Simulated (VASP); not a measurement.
Wanted: the native input for a VASP 6.6.1 run.

* Task: single point
* Functional: PBEsol
* Potentials or basis: VASP PAW PBE potentials, release 64 (Al, N)
* Cutoff: 520 eV
* k mesh: 8 × 8 × 8
* Occupations: gaussian, width 0.05 eV
* Spin: no spin polarisation
* Dipole correction: no
* Further INCAR settings: ALGO = Normal; EDIFF = 1e-06; NBANDS = 26

The structure of AlN lies in POSCAR:

```
AlN
1.0
   -3.1135599857      0.0000000000      0.0000000000
    0.0000000000      5.3928440876      0.0000000000
    1.5567799928     -2.6964220438     -4.9833504711
Al N
4 4
Direct
    1.0275084086      0.3325782749      0.9984898831
    0.5275084086      0.8325782749      0.9984898831
    0.2209814745      0.9159116082      0.4984898831
    0.7209814745      0.4159116082      0.4984898831
    0.7830050170      0.1415883918      0.6165101169
    0.2830050170      0.6415883918      0.6165101169
    0.0835050999      0.7249217251      0.1165101169
    0.5835050999      0.2249217251      0.1165101169
```

This cell differs from its parent crystal: atoms displaced along a vibrational mode.

These files were run (other wordings do the same):

INCAR

```
SYSTEM = AlN
PREC = Accurate ; ENCUT = 520
EDIFF = 1E-6 ; ISMEAR = 0
SIGMA = 0.05 ; LREAL = .False.
LASPH = .True. ; NELM = 80
ALGO = Normal ; ISIF = 2
LWAVE = .False. ; LCHARG = .False.
GGA = PS ; NBANDS = 26
```

KPOINTS

```
Automatic mesh
0
Gamma
  8 8 8
  0 0 0
```

Potentials or basis: VASP PAW PBE potentials, release 64 (Al, N).

Launch:

```bash
$ cat potpaw_PBE.64/Al/POTCAR potpaw_PBE.64/N/POTCAR > POTCAR
$ mpirun -np 1 vasp_std > vasp.out
```

It gave:

```yaml
Pressure: -0.2 GPa
Largest_force: 0.487 eV/Å
Band_gap_on_the_k_mesh: 4.02 eV
```

Caveat: the cell differs from its parent crystal (atoms displaced along a vibrational mode); the PAW data sets were made with another functional, which shifts forces and pressure a little.

Wall time 3.7 min on 1 thread of AMD EPYC 9R45 96-Core Processor (Zen 5), on a shared host, peak memory 0.33 GiB.
